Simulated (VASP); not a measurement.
# Sc (P6_3/mmc) in VASP: a series of runs

Runs on Sc. Level: r2SCAN. Tasks: single point.

All numbers are computed with VASP 6.6.1; they aren't measurements. Logs are shortened: lines on timing, memory, paths and dates and some standing lists are left out, and cuts for length are marked.

## 1. The cell of the first run

Symmetry: P6_3/mmc, No. 194, hexagonal system. The conventional cell has a = 3.241 Å, b = 3.241 Å, c = 5.166 Å, α = 90.00°, β = 90.00°, γ = 120.00°. Sc (site symmetry -6m2) has 12 Sc at 3.19 to 3.24 Å within 4.2 Å.

## 2. Single point, r2SCAN

Contents of POSCAR:

```
Sc
1.0
    3.2414504337      0.0000000000      0.0000000000
   -1.6207252169      2.8071783609      0.0000000000
    0.0000000000      0.0000000000      5.1656514271
Sc
2
Direct
    0.3333333333      0.6666666667      0.2500000000
    0.6666666667      0.3333333333      0.7500000000
```

Contents of INCAR.step1:

```
PREC = Accurate
ENCUT = 520
ISMEAR = -1
SIGMA = 0.1
LREAL = F
LASPH = T
NELM = 80
NBANDS = 18
GGA = PE
ALGO = Normal
EDIFF = 1E-4
LWAVE = T
LCHARG = F
```

Contents of INCAR.step2:

```
PREC = Accurate
ENCUT = 520
EDIFF = 1E-6
ISMEAR = -1
SIGMA = 0.1
LREAL = F
LASPH = T
NELM = 80
ALGO = Normal
ISIF = 2
LWAVE = F
LCHARG = T
METAGGA = R2SCAN
LMIXTAU = T
LELF = T
LVHAR = T
NBANDS = 18
ISTART = 1
```

Contents of KPOINTS:

```
regular mesh
0
Gamma
  10 10 6
```

Potentials or basis: VASP PAW PBE potentials, release 64 (Sc_sv).

The run is started by

```sh
> cat potpaw_PBE.64/Sc_sv/POTCAR > POTCAR
> cp INCAR.step1 INCAR
> mpirun -np 1 vasp_std > vasp.out
> cp INCAR.step2 INCAR
> mpirun -np 1 vasp_std > vasp.out
```

OUTCAR:

```text
PREC = Accurate
   ENCUT = 520
   EDIFF = 1E-6
   ISMEAR = -1
   LREAL = F
   LASPH = T
   NELM = 80
   ISIF = 2
   METAGGA = R2SCAN
   ISTART = 1

 ion  position               nearest neighbor table
   1  0.333  0.667  0.250-   2 3.19   2 3.19   2 3.19   2 3.19   2 3.19   2 3.19
   2  0.667  0.333  0.750-   1 3.19   1 3.19   1 3.19   1 3.19   1 3.19   1 3.19

  LATTYP: Found a hexagonal cell.
 ALAT       =     3.2414504337
 C/A-ratio  =     1.5936234512

  Lattice vectors:

 A1 = (   3.2414504337,   0.0000000000,   0.0000000000)
 A2 = (  -1.6207252169,   2.8071783609,   0.0000000000)
 A3 = (   0.0000000000,   0.0000000000,   5.1656514271)

Analysis of symmetry for initial positions (statically):
=====================================================================
 Subroutine PRICEL returns:
 Original cell was already a primitive cell.

 Routine SETGRP: Setting up the symmetry group for a
 hexagonal supercell.

 Subroutine GETGRP returns: Found 24 space group operations
 (whereof 12 operations were pure point group operations)
 out of a pool of 24 trial point group operations.

The static configuration has the point symmetry D_3d.
 The point group associated with its full space group is D_6h.

Analysis of symmetry for dynamics (positions and initial velocities):
=====================================================================
 Subroutine PRICEL returns:
 Original cell was already a primitive cell.

 Routine SETGRP: Setting up the symmetry group for a
 hexagonal supercell.

 Subroutine GETGRP returns: Found 24 space group operations
 (whereof 12 operations were pure point group operations)
 out of a pool of 24 trial point group operations.

The dynamic configuration has the point symmetry D_3d.
 The point group associated with its full space group is D_6h.

 Subroutine INISYM returns: Found 24 space group operations
 (whereof 12 operations are pure point group operations),
 and found     1 'primitive' translations

----------------------------------------------------------------------------------------

                                     Primitive cell

  volume of cell :      47.0040

  direct lattice vectors                    reciprocal lattice vectors
     3.241450434  0.000000000  0.000000000     0.308503869  0.178114796  0.000000000
    -1.620725217  2.807178361  0.000000000     0.000000000  0.356229591  0.000000000
     0.000000000  0.000000000  5.165651427     0.000000000  0.000000000  0.193586426

  length of vectors
     3.241450434  3.241450382  5.165651427     0.356229586  0.356229591  0.193586426

  position of ions in fractional coordinates (direct lattice)
     0.333333333  0.666666667  0.250000000
     0.666666667  0.333333333  0.750000000

  ion indices of the primitive-cell ions
   primitive index   ion index
                 1           1
                 2           2

----------------------------------------------------------------------------------------

 KPOINTS: regular mesh

Automatic generation of k-mesh.
 Grid dimensions read from file:
 generate k-points for:   10   10    6

 Generating k-lattice:

  Cartesian coordinates                     Fractional coordinates (reciprocal lattice)
     0.030850387  0.017811480  0.000000000     0.100000000  0.000000000  0.000000000
     0.000000000  0.035622959  0.000000000     0.000000000  0.100000000  0.000000000
     0.000000000  0.000000000  0.032264404     0.000000000  0.000000000  0.166666667

  Length of vectors
     0.035622959  0.035622959  0.032264404

  Shift w.r.t. Gamma in fractional coordinates (k-lattice)
     0.000000000  0.000000000  0.000000000

 Subroutine IBZKPT returns following result:
 ===========================================

 Found     56 irreducible k-points:

 Following reciprocal coordinates:
            Coordinates               Weight
  0.000000  0.000000  0.000000      1.000000
  0.100000  0.000000  0.000000      6.000000
  0.200000  0.000000  0.000000      6.000000
  0.300000  0.000000  0.000000      6.000000
  0.400000  0.000000  0.000000      6.000000
  0.500000  0.000000  0.000000      3.000000
[... 16 lines left out ...]
  0.300000  0.100000  0.166667     24.000000
  0.400000  0.100000  0.166667     24.000000
 [... further k-points ...]
   k-points           NKPTS =     56   k-points in BZ     NKDIM =     56   number of bands    NBANDS=     18
   number of dos      NEDOS =    301   number of ions     NIONS =      2
   total plane-waves  NPLWV =  23040
   dimension x,y,z NGX =    24 NGY =   24 NGZ =   40
   dimension x,y,z NGXF=    48 NGYF=   48 NGZF=   80
   ions per type =               2
   NGX,Y,Z   is equivalent  to a cutoff of  12.31, 12.31, 12.87 a.u.
   NGXF,Y,Z  is equivalent  to a cutoff of  24.62, 24.62, 25.75 a.u.
 SYSTEM =  unknown system
   PREC   = accura    normal or accurate (medium, high low for compatibility)
   ISTART =      1    job   : 0-new  1-cont  2-samecut
   ICHARG =      0    charge: 1-file 2-atom 10-const
   ISPIN  =      1    spin polarized calculation?
   LNONCOLLINEAR =      F non collinear calculations
   LSORBIT =      F    spin-orbit coupling
   LASPH  =      T    aspherical Exc in radial PAW
   ENCUT  =  520.0 eV  38.22 Ry    6.18 a.u.   6.03  6.03  9.60*2*pi/ulx,y,z
   NELM   =     80;   NELMIN=  2; NELMDL=  0     # of ELM steps
   EDIFF  = 0.1E-05   stopping-criterion for ELM
   LREAL  =      F    real-space projection
   EDIFFG = 0.1E-04   stopping-criterion for IOM
   NSW    =      0    number of steps for IOM
   IBRION =     -1    ionic relax: 0-MD 1-quasi-New 2-CG
   NFREE  =      0    steps in history (QN), initial steepest desc. (CG)
   ISIF   =      2    stress and relaxation
   ISYM   =      2    0-nonsym 1-usesym 2-fastsym
   POTIM  = 0.5000    time-step for ionic-motion
   TEBEG  =    0.0;   TEEND  =   0.0 temperature during run
   PSTRESS=    0.0 pullay stress
   NELECT =      22.0000    total number of electrons
   NUPDOWN=      -1.0000    fix difference up-down
   EMIN   =  10.00;   EMAX   =-10.00  energy-range for DOS
   EFERMI =   0.00;   METHOD = LEGACY
   ISMEAR =    -1;   SIGMA  =   0.10  broadening in eV -4-tet -1-fermi 0-gaus
   EFERMI_NEDOS =   21; number of points for ismear=-14 and -15
   IALGO  =     38    algorithm
   IMIX   =      4    mixing-type and parameters
     AMIX     =   0.40;   BMIX     =  1.00
     AMIX_MAG =   1.60;   BMIX_MAG =  1.00
  volume/ion in A,a.u.               =      23.50       158.60
  Fermi-wavevector in a.u.,A,eV,Ry     =   1.271074  2.401982 21.981975  1.615630
  Thomas-Fermi vector in A             =   2.404027
   LORBIT       =      0    0 simple, 1 ext, 2 COOP (PROOUT), +10 PAW based schemes
   METAGGA = R2SCAN    functional components
   LHFCALC =     F    Hartree Fock is set to
   AEXX    =    0.0000 exact exchange contribution
   IVDW    =     0    specifies the selected vdW correction
   LEPSILON=     F    determine dielectric tensor
   LRPA    =     F    only Hartree local field effects (RPA)
 non-spin polarized calculation
  energy-cutoff  :      520.00
  volume of cell :       47.00
 maximum number of plane-waves:      1288
   NGX = 13   NGY = 13   NGZ = 19

 number of electron      21.9999996 magnetization

 Free energy of the ion-electron system (eV)
  ---------------------------------------------------
  ext. energy  EPLUGINS =         0.00000000
  ---------------------------------------------------
  free energy    TOTEN  =       -22.73262099 eV

  energy without entropy =      -22.61539055  energy(sigma->0) =      -22.67400577

 E-fermi :   4.0135     XC(G=0): -10.8129

 val. band max:        4.0068882408   @ k =   0.2000   0.2000   0.3333
 cond. band min:       4.0331961120   @ k =   0.1000   0.1000   0.1667
 fundamental gap:      0.0263078713
 Fermi energy:         4.0134793841

 k-point     1 :       0.0000    0.0000    0.0000
  band No.  band energies     occupation
      1     -47.3698      2.00000
      2     -47.2864      2.00000
      3     -25.2753      2.00000
      4     -24.8455      2.00000
      5     -24.8454      2.00000
      6     -24.7755      2.00000
[... 10 lines left out ...]
     17       6.8122      0.00000
     18       6.8122      0.00000

 k-point     2 :       0.1000    0.0000    0.0000
  band No.  band energies     occupation
      1     -47.3637      2.00000
      2     -47.2839      2.00000
      3     -25.2593      2.00000
      4     -24.8782      2.00000
      5     -24.8562      2.00000
      6     -24.8095      2.00000
[... 10 lines left out ...]
     17       6.6084      0.00000
     18       6.6629      0.00000

 k-point     3 :       0.2000    0.0000    0.0000
  band No.  band energies     occupation
      1     -47.3471      2.00000
      2     -47.2778      2.00000
      3     -25.2149      2.00000
      4     -24.9647      2.00000
      5     -24.8960      2.00000
      6     -24.8832      2.00000
[... 10 lines left out ...]
     17       6.7455      0.00000
     18       6.9926      0.00000

 k-point     4 :       0.3000    0.0000    0.0000
  band No.  band energies     occupation
      1     -47.3252      2.00000
      2     -47.2715      2.00000
      3     -25.1516      2.00000
      4     -25.0731      2.00000
      5     -24.9982      2.00000
      6     -24.9150      2.00000
[... 375 lines left out ...]
      4     -25.0079      2.00000
      5     -24.9819      2.00000
      6     -24.8987      2.00000
[... 10 lines left out ...]
     17       7.2449      0.00000
     18       7.4909      0.00000

 k-point    23 :       0.3000    0.1000    0.1667
  band No.  band energies     occupation
      1     -47.3089      2.00000
      2     -47.2720      2.00000
      3     -25.1629      2.00000
      4     -25.0848      2.00000
      5     -25.0274      2.00000
      6     -24.9355      2.00000
[... 10 lines left out ...]
     17       7.9348      0.00000
     18       8.0052      0.00000

 k-point    24 :       0.4000    0.1000    0.1667
  band No.  band energies     occupation
      1     -47.2943      2.00000
      2     -47.2707      2.00000
      3     -25.1995      2.00000
      4     -25.1218      2.00000
      5     -25.0179      2.00000
      6     -24.9516      2.00000
[... 10 lines left out ...]
     17       8.2087      0.00000
     18       8.3961      0.00000

 [... further k-points ...]

------------------------ aborting loop because EDIFF is reached ----------------------------------------

  FORCE on cell =-STRESS in cart. coord.  units (eV):
  Direction    XX          YY          ZZ          XY          YZ          ZX
  --------------------------------------------------------------------------------------
  -------------------------------------------------------------------------------------
  Total        1.3633857      1.3633857      0.8388444     -0.0000000      0.0000000      0.0000000
  in kB       46.4723711     46.4723691     28.5928523     -0.0000000      0.0000000      0.0000000
  external PRESSURE =      40.5125308 kB  Pullay stress =       0.0000000 kB

 VOLUME and BASIS-vectors are now :
 -----------------------------------------------------------------------------
  energy-cutoff  :      520.00
  volume of cell :       47.00
      direct lattice vectors                 reciprocal lattice vectors
     3.241450434  0.000000000  0.000000000     0.308503869  0.178114796  0.000000000
    -1.620725217  2.807178361  0.000000000     0.000000000  0.356229591  0.000000000
     0.000000000  0.000000000  5.165651427     0.000000000  0.000000000  0.193586426

 POSITION                                       TOTAL-FORCE (eV/Angst)
 -----------------------------------------------------------------------------------
     -0.00000      1.87145      1.29141        -0.000000     -0.000000      0.000000
      1.62073      0.93573      3.87424         0.000000      0.000000      0.000000
 -----------------------------------------------------------------------------------
    total drift:                                0.000000     -0.000000      0.000000

  FREE ENERGIE OF THE ION-ELECTRON SYSTEM (eV)
  ---------------------------------------------------
  free  energy   TOTEN  =       -22.7326209935 eV

  energy  without entropy=      -22.6153905525  energy(sigma->0) =      -22.67400577
```

Run time: 94 s. Hardware: 1 thread of AMD EPYC 9R45 (Zen 5), shared host; peak memory 0.16 GiB.

Results:

| Quantity | Value |
| --- | --- |
| Free energy | -22.7326 eV |
| Pressure | 4.1 GPa |
| Band gap on the k mesh | zero (bands 11 and 12 overlap by 1.57 eV) |

Stress tensor (GPa, compression positive):
```
4.65 0.00 0.00
0.00 4.65 0.00
0.00 0.00 2.86
```

Caveat: the cell stands under pressure; the PAW data sets were made with another functional, which shifts forces and pressure a little.

(Part 1 of 3 ends here.)
